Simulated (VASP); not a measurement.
Write the native input for VASP 6.6.1 that does the following.

```yaml
Task: relaxation of shape and atoms at fixed volume
Functional: PBE
Potentials_or_basis: VASP PAW PBE potentials, release 64 (Yb, B)
Cutoff: 600 eV
k_mesh: 12 × 12 × 10
Occupations: gaussian, width 0.05 eV
Spin: no spin polarisation
Dipole_correction: no
Further_INCAR_settings: ALGO = Normal; EDIFF = 1e-06; IBRION = 2; EDIFFG = -0.01; NSW = 60; ISIF = 4
```

The structure of YbB2 lies in POSCAR:

```
YbB2
1.0
    3.1722432197      0.0000000000      0.0000000000
   -1.5861216098      2.7472432153      0.0000000000
    0.0000000000      0.0000000000      3.7669828873
Yb B
1 2
Direct
    0.0000000000      0.0000000000      0.0000000000
    0.3333333333      0.6666666667      0.5000000000
    0.6666666667      0.3333333333      0.5000000000
```

These files were run (other wordings do the same):

INCAR

```
PREC = Accurate
ENCUT = 600
EDIFF = 1E-6
ISMEAR = 0
SIGMA = 0.05
LREAL = False
LASPH = True
NELM = 60
ALGO = Normal
ISIF = 4
LWAVE = False
LCHARG = False
GGA = PE
IBRION = 2
NSW = 60
EDIFFG = -0.01
```

KPOINTS

```
regular mesh
0
Gamma
  12 12 10
```

Potentials or basis: VASP PAW PBE potentials, release 64 (Yb, B).

Run with:

```bash
$ cat potpaw_PBE.64/Yb/POTCAR potpaw_PBE.64/B/POTCAR > POTCAR
$ mpirun -np 1 vasp_std > vasp.out
```

Results of the run:

| Item | Value |
| --- | --- |
| Pressure after relaxing | 9.8 GPa |
| Band gap on the k mesh | zero (bands 15 and 16 overlap by 1.37 eV) |

Caveat: spin-orbit coupling is left out, which moves the levels of the heavy elements.

Wall time 7.2 min on 1 thread of Intel(R) Xeon(R) Platinum 8259CL CPU @ 2.50GHz (Skylake/Cascade Lake), with other jobs on the host, peak memory 0.25 GiB.
